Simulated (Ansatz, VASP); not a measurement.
## One calculation of MgBe2I6, two programs

Contents of INCAR:

```
ALGO     = Normal         # electronic algorithm
EDIFF    = 1E-6           # SCF threshold, eV
ENCUT    = 520            # plane-wave cutoff, eV
GGA      = PE             # functional
ISIF     = 2              # what is computed and relaxed
ISMEAR   = 0              # smearing method
LASPH    = True           # aspherical terms in the spheres
LCHARG   = False          # write CHGCAR
LREAL    = False          # projectors in reciprocal space
LWAVE    = False          # write WAVECAR
NBANDS   = 34             # bands
NELM     = 60             # most SCF steps
PREC     = Accurate       # precision mode
SIGMA    = 0.1            # smearing width, eV
```

Contents of KPOINTS:

```
k-points
0
Gamma
  4 4 4
```

POSCAR

```
MgBe2I6
1.0
    3.7419131300      2.1603945600      6.1105185600
   -3.7419131300      2.1603945600      6.1105185600
    0.0000000000     -4.3207891100      6.1105185600
Mg Be I
1 2 6
Direct
    0.0000000000      0.0000000000      0.0000000000
    0.7500000000      0.7500000000      0.7500000000
    0.2500000000      0.2500000000      0.2500000000
    0.2466403100      0.6877921400      0.8189272400
    0.6877921400      0.8189272400      0.2466403100
    0.8189272400      0.2466403100      0.6877921400
    0.7533596900      0.3122078600      0.1810727600
    0.3122078600      0.1810727600      0.7533596900
    0.1810727600      0.7533596900      0.3122078600
```

Input for Ansatz:

```yaml
crystal:
  lattice:
    - [3.74191313, 2.16039456, 6.11051856]
    - [-3.74191313, 2.16039456, 6.11051856]
    - [0.0, -4.32078911, 6.11051856]
  atoms:
    - { symbol: Mg, position: [0.0, 0.0, 0.0] }
    - { symbol: Be, position: [0.75, 0.75, 0.75] }
    - { symbol: Be, position: [0.25, 0.25, 0.25] }
    - { symbol: I, position: [0.24664031, 0.68779214, 0.81892724] }
    - { symbol: I, position: [0.68779214, 0.81892724, 0.24664031] }
    - { symbol: I, position: [0.81892724, 0.24664031, 0.68779214] }
    - { symbol: I, position: [0.75335969, 0.31220786, 0.18107276] }
    - { symbol: I, position: [0.31220786, 0.18107276, 0.75335969] }
    - { symbol: I, position: [0.18107276, 0.75335969, 0.31220786] }
basis:
  ecutwfc: 420
kpoints:
  mp_grid: { grid: [4, 4, 4] }
hamiltonian:
  xc: pbe
scf:
  occupations: { method: gaussian, width: 0.1 }
  lower_state_search: "off"
output:
  forces: true
  stress: true
  eigenvalues: true
```

Alike in both runs: task single point; functional PBE; k mesh 4 × 4 × 4; occupations gaussian, width 0.1 eV; no spin polarisation.

|  | VASP | Ansatz |
| --- | --- | --- |
| version | VASP 6.6.1 | Ansatz 0.2.0 |
| potentials or method | VASP PAW PBE potentials, release 64 (Mg, Be, I), cutoff 520 eV | scalar-relativistic, plane waves, PAW |
| valence electrons in the cell | 48 | 116 |

|  | VASP | Ansatz | Ansatz less VASP |
| --- | --- | --- | --- |
| gap on the k mesh at the Fermi level (eV) | 0.13 | 0.13 | -0.001 |
| least direct gap on the mesh (eV) | 0.13 | 0.13 | -0.001 |
| pressure (GPa) | 1.3 | 1.3 | +0.01 |
| traceless stress, the component that is largest in VASP (GPa) | 3.74 | 3.73 | -0.008 |
| rms of the force components (eV/Å) | 0.937 | 0.938 | +0.0005 |

Atom by atom the forces differ by 0.001 eV/Å (rms over components). VASP's potentials hold 48 valence electrons a cell and Ansatz's 116, so a difference there can come from the potentials and not from the codes.

Neither program's run includes spin-orbit coupling.
